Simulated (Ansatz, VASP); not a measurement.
## B: VASP beside Ansatz

```
CELL_PARAMETERS angstrom
4.19317 0.00000 0.00000
0.00000 4.19317 0.00000
0.00000 0.00000 3.86369
ATOMIC_POSITIONS crystal
B 0.79669 0.50000 0.25000
B 0.50000 0.79669 0.75000
B 0.50000 0.20331 0.75000
B 0.79669 0.50000 0.75000
B 0.20331 0.50000 0.75000
B 0.20331 0.50000 0.25000
B 0.50000 0.79669 0.25000
B 0.50000 0.20331 0.25000
```

Alike in both runs: functional PBE; k mesh 10 × 10 × 10; occupations gaussian, width 0.1 eV; no spin polarisation.

Ansatz relaxed the structure, and its values are those at the end. VASP's run is a single point on that final structure, the one shown.

|  | VASP | Ansatz |
| --- | --- | --- |
| version | VASP 6.6.1 | Ansatz 0.2.0 |
| potentials or method | VASP PAW PBE potentials, release 64 (B), cutoff 520 eV | scalar-relativistic, plane waves, PAW |
| valence electrons in the cell | 24 | 24 |

|  | VASP | Ansatz | Ansatz less VASP |
| --- | --- | --- | --- |
| gap on the k mesh at the Fermi level (eV) | none | none | - |
| pressure (GPa) | 0.0 | 0.0 | -0.01 |

A gap of «none» marks a metal or a gap that the smearing closes. Ansatz's warnings: structure snapped to symmetry.
